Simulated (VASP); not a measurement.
Here is a VASP 6.6.1 calculation.

File INCAR:

```
  PREC = Accurate
  ENCUT = 520
  EDIFF = 1E-6
  ISMEAR = -1
  SIGMA = 0.02
  LREAL = Auto
  LASPH = T
  NELM = 150
  ALGO = Normal
  ISIF = 2
  LWAVE = F
  LCHARG = T
  ISPIN = 2
  MAGMOM = 0 0 0 0 0 0 0 0 0 0 0 0 0 0 0 0 0
  LORBIT = 11
  GGA = PE
  LELF = T
  LVHAR = T
  NBANDS = 53
```

File KPOINTS:

```
Automatic mesh
0
Gamma
  2 2 2
```

File POSCAR:

```
Si16O
1.0
    0.0000000000      5.4300000000      5.4300000000
    5.4300000000      0.0000000000      5.4300000000
    5.4300000000      5.4300000000      0.0000000000
Si O
16 1
Direct
    0.0386095764     -0.0003222836     -0.0187569061
    0.1900828729      0.1208011050      0.0856261510
    0.0110681400     -0.0083425414      0.5019889503
    0.1792909761      0.0635451197      0.6249263352
    0.0120534070      0.4651473297      0.0163259669
    0.1726979742      0.6131399632      0.1568047882
    0.0130939227      0.4415101289      0.5096316759
    0.1170165746      0.5769613260      0.6434990792
    0.5358931860     -0.0016390424     -0.0555801105
    0.6743738490      0.0821086556      0.0902486188
    0.5326795580      0.0543554328      0.4472836096
    0.6352578269      0.1796040516      0.5735082873
    0.5308195212      0.4901749540      0.0001565378
    0.6912154696      0.6159300184      0.0713259669
    0.4821362799      0.6059300184      0.4540515654
    0.6689410681      0.5894567219      0.6140055249
    0.6486556169      0.8232412523      0.5929097606
```

Potentials or basis: VASP PAW PBE potentials, release 64 (Si, O).

Run with:

```console
$ cat potpaw_PBE.64/Si/POTCAR potpaw_PBE.64/O/POTCAR > POTCAR
$ mpirun -np 1 vasp_std > vasp.out
```

(1) Estimate the band gap on the k mesh.

(2) Predict the pressure.

(3) Estimate the largest force.

Answers

(1) 0.18 eV.

(2) 5.8 GPa.

(3) 5.308 eV/Å.

Caveat: the k points lie up to 0.50 Å⁻¹ apart; semilocal functionals underestimate gaps, and a narrow one can read as zero.
